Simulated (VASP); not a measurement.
Input of a VASP 6.6.1 run:

The input INCAR:

```
SYSTEM = ZnCd2Te2
ALGO = Normal ; DIPOL = 0.5 0.5 0.363
EDIFF = 1E-6 ; ENCUT = 520
IDIPOL = 3 ; ISIF = 2
ISMEAR = 0 ; LASPH = .TRUE.
LCHARG = .FALSE. ; LDIPOL = .TRUE.
LREAL = .FALSE. ; LWAVE = .FALSE.
NBANDS = 32 ; NELM = 80
PREC = Accurate ; SIGMA = 0.05
```

Contents of KPOINTS:

```
k-points
0
G
  6 6 1
  0 0 0
```

Contents of POSCAR:

```
ZnCd2Te2
1.0
    4.5325544674      0.0000000000      0.0000000000
   -2.2662772337      3.9253073128      0.0000000000
    0.0000000000      0.0000000000     19.8672286441
Te Cd Zn
2 2 1
Direct
    0.0000000000      0.0000000000      0.2013365866
    0.3333333333      0.6666666667      0.3964595968
    0.3333333333      0.6666666667      0.2479059306
    0.6666666667      0.3333333333      0.4211573136
    0.6666666667      1.0000000000      0.5458163035
```

Potentials or basis: VASP PAW LDA potentials, release 64 (Te, Cd, Zn).

Launch:

```console
$ cat potpaw_LDA.64/Te/POTCAR potpaw_LDA.64/Cd/POTCAR potpaw_LDA.64/Zn/POTCAR > POTCAR
$ mpirun -np 1 vasp_std > vasp.out
```

**Question.** What does it give for the largest force?

**Answer.** 0.525 eV/Å.

**Question.** Predict the band gap on the k mesh.

**Answer.** Zero (filled and empty bands touch).

Forces on the atoms (eV/Å):
```
Te   0.008 -0.032  0.343
Te  -0.050 -0.211 -0.479
Cd  -0.006 -0.004 -0.323
Cd   0.042  0.054  0.447
Zn   0.005  0.192  0.011
```

Caveat: spin-orbit coupling is left out, which moves the levels of the heavy elements.
